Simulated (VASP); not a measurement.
A run of VASP 6.6.1 is set up as follows.

Contents of INCAR:

```
SYSTEM = Ni
ALGO = Normal
EDIFF = 1E-7
ENCUT = 520
GGA = CA
ISIF = 2
ISMEAR = -1
ISPIN = 2
LASPH = .TRUE.
LCHARG = .TRUE.
LELF = .TRUE.
LMAXMIX = 4
LORBIT = 11
LREAL = .FALSE.
LVHAR = .TRUE.
LWAVE = .FALSE.
MAGMOM = 1
NBANDS = 15
NELM = 150
PREC = Accurate
SIGMA = 0.1
```

KPOINTS

```
k-points
0
G
  22 22 22
  0 0 0
```

File POSCAR:

```
Ni
1.0
   -1.1350137379      1.1350137379      1.1350137379
    1.1350137379     -1.1350137379      1.1350137379
    1.1350137379      1.1350137379     -1.1350137379
Ni
1
Direct
    0.0000000000      0.0000000000      0.0000000000
```

Potentials or basis: VASP PAW LDA potentials, release 64 (Ni).

Launch:

```bash
$ cat potpaw_LDA.64/Ni/POTCAR > POTCAR
$ mpirun -np 1 vasp_std > vasp.out
```

Problem. Estimate the net moment.

Solution. 0.00 μB per cell.

Problem. What does it give for the band gap on the k mesh?

Solution. Zero (filled and empty bands overlap).

Problem. Estimate the pressure.

Solution. 492.0 GPa.
